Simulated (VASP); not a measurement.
Zr, 3 atoms in the cell. It takes space group P6/mmm (No. 191, hexagonal). Conventional cell: a = 5.210 Å, b = 5.210 Å, c = 3.249 Å, α = 90.00°, β = 90.00°, γ = 120.00°. Zr (site symmetry -6m2) has 11 Zr at 3.01 to 3.42 Å within 4.0 Å. Zr (site symmetry 6/mmm) has 14 Zr at 3.25 to 3.42 Å within 4.3 Å.  This cell differs from its parent crystal: volume scaled by 1.10, then relaxed in part.

```yaml
Program: VASP 6.6.1
Task: single point
Functional: r2SCAN
Potentials_or_basis: VASP PAW PBE potentials, release 64 (Zr_sv)
Cutoff: 520 eV
k_mesh: 12 × 12 × 14
Occupations: gaussian, width 0.1 eV
Spin: no spin polarisation
Dipole_correction: no
Further_INCAR_settings: ALGO = Normal; EDIFF = 1e-06; NBANDS = 25
```

Potentials or basis: VASP PAW PBE potentials, release 64 (Zr_sv).

Launch:

```sh
$ cat potpaw_PBE.64/Zr_sv/POTCAR > POTCAR
$ cp INCAR.step1 INCAR
$ mpirun -np 1 vasp_std > vasp.out
$ cp INCAR.step2 INCAR
$ mpirun -np 1 vasp_std > vasp.out
```

Hardware: 1 thread of Oxide Virtual Turin-like Processor, on a shared host.

Question: How long does it take, and how much memory?

Answer: It took 14 min on 1 thread of Oxide Virtual Turin-like Processor (shared host), peak memory 0.32 GiB. Counts: k points 152.
